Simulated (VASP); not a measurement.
The system is AlN.

```
Al N
1.0
     3.09716    0.00000    0.00000
    -1.54858    2.68222    0.00000
     0.00000    0.00000   10.03394
Al N
4 4
Direct
  0.00000 0.00000 0.99873
  0.33333 0.66667 0.24984
  0.00000 0.00000 0.49873
  0.66667 0.33333 0.74984
  0.00000 0.00000 0.18821
  0.33333 0.66667 0.43822
  0.00000 0.00000 0.68821
  0.66667 0.33333 0.93822
```

Base run:

| Property | Result |
| --- | --- |
| Program | VASP 6.6.1 |
| Functional | r2SCAN |
| Potentials or basis | VASP PAW PBE potentials, release 64 (Al, N) |
| Cutoff | 520 eV |
| k mesh | 9 × 9 × 2 |
| Occupations | gaussian, width 0.01 eV |
| Spin | no spin polarisation |

Its results: band gap on the k mesh 4.79 eV (least direct gap 4.90 eV); pressure -0.4 GPa; largest force 0.004 eV/Å.

The run is repeated on the same cell with these changes: k mesh from 9 × 9 × 2 to 12 × 12 × 4. What comes out?

Band gap on the k mesh 4.66 eV (least direct gap 4.90 eV); pressure -0.4 GPa; largest force 0.004 eV/Å.

Caveats: the PAW data sets were made with another functional, which shifts forces and pressure a little; an odd mesh through Γ misses points on the zone boundary, where band edges can lie (at least some runs).
